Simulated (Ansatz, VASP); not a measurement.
## One calculation of BaZrO3, two programs

The input POSCAR:

```
BaZrO3
1.0
    3.9724250000      0.0000000000      0.0000000000
    0.0000000000      3.9724250000      0.0000000000
    0.0000000000      0.0000000000      4.1815000000
Ba Zr O
1 1 3
Direct
    0.5000000000      0.5000000000      0.5000000000
    0.0000000000      0.0000000000      0.0000000000
    0.5000000000      0.0000000000      0.0000000000
    0.0000000000      0.5000000000      0.0000000000
    0.0000000000      0.0000000000      0.5000000000
```

Contents of INCAR.step1:

```
ALGO     = Normal         # electronic algorithm
EDIFF    = 1E-4           # SCF threshold, eV
ENCUT    = 520            # plane-wave cutoff, eV
GGA      = PE             # functional
ISMEAR   = 0              # smearing method
LASPH    = T              # aspherical terms in the spheres
LCHARG   = F              # write CHGCAR
LREAL    = F              # projectors in reciprocal space
LWAVE    = T              # write WAVECAR
NBANDS   = 28             # bands
NELM     = 80             # most SCF steps
PREC     = Accurate       # precision mode
SIGMA    = 0.05           # smearing width, eV
```

Contents of INCAR.step2:

```
ALGO     = Normal         # electronic algorithm
EDIFF    = 1E-6           # SCF threshold, eV
ENCUT    = 520            # plane-wave cutoff, eV
ISIF     = 2              # what is computed and relaxed
ISMEAR   = 0              # smearing method
ISTART   = 1            
LASPH    = T              # aspherical terms in the spheres
LCHARG   = F              # write CHGCAR
LMIXTAU  = T            
LREAL    = F              # projectors in reciprocal space
LWAVE    = F              # write WAVECAR
METAGGA  = R2SCAN         # meta-GGA
NBANDS   = 28             # bands
NELM     = 80             # most SCF steps
PREC     = Accurate       # precision mode
SIGMA    = 0.05           # smearing width, eV
```

File KPOINTS:

```
k-points
0
Gamma
  6 6 6
```

Input for Ansatz:

```yaml
crystal:
  lattice:
    - [3.972425, 0.0, 0.0]
    - [0.0, 3.972425, 0.0]
    - [0.0, 0.0, 4.1815]
  atoms:
    - { symbol: Ba, position: [0.5, 0.5, 0.5] }
    - { symbol: Zr, position: [0.0, 0.0, 0.0] }
    - { symbol: O, position: [0.5, 0.0, 0.0] }
    - { symbol: O, position: [0.0, 0.5, 0.0] }
    - { symbol: O, position: [0.0, 0.0, 0.5] }
basis:
  ecutwfc: 500
kpoints:
  mp_grid: { grid: [6, 6, 6] }
hamiltonian:
  xc: r2scan
scf:
  occupations: { method: gaussian, width: 0.05 }
output:
  forces: true
  stress: true
  eigenvalues: true
  write_density: true
  write_potential: true
  elf: true
  volumetric_format: npy
```

Change from the starting cell: strain -0.0500 x Voigt [1, 1, 0, 0, 0, 0], atoms carried along.

Alike in both runs: task single point; functional r2SCAN; k mesh 6 × 6 × 6; occupations gaussian, width 0.05 eV; no spin polarisation.

|  | VASP | Ansatz |
| --- | --- | --- |
| version | VASP 6.6.1 | Ansatz 0.2.0 |
| potentials or method | VASP PAW PBE potentials, release 64 (Ba_sv, Zr_sv, O), cutoff 520 eV | scalar-relativistic, plane waves, PAW |
| valence electrons in the cell | 40 | 40 |

VASP gave:

| Quantity | Value |
| --- | --- |
| gap on the k mesh at the Fermi level (eV) | 3.80 |
| least direct gap on the mesh (eV) | 3.86 |
| pressure (GPa) | 27.9 |
| traceless stress, the component that is largest in VASP (GPa) | -12.57 |

Question: Which values does Ansatz return?

Answer: gap on the k mesh at the Fermi level (eV): 3.87; least direct gap on the mesh (eV): 3.90; pressure (GPa): 26.2; traceless stress, the component that is largest in VASP (GPa): -12.26.

VASP's potentials were made for PBE, not for r2SCAN.

Spin-orbit coupling is off throughout.
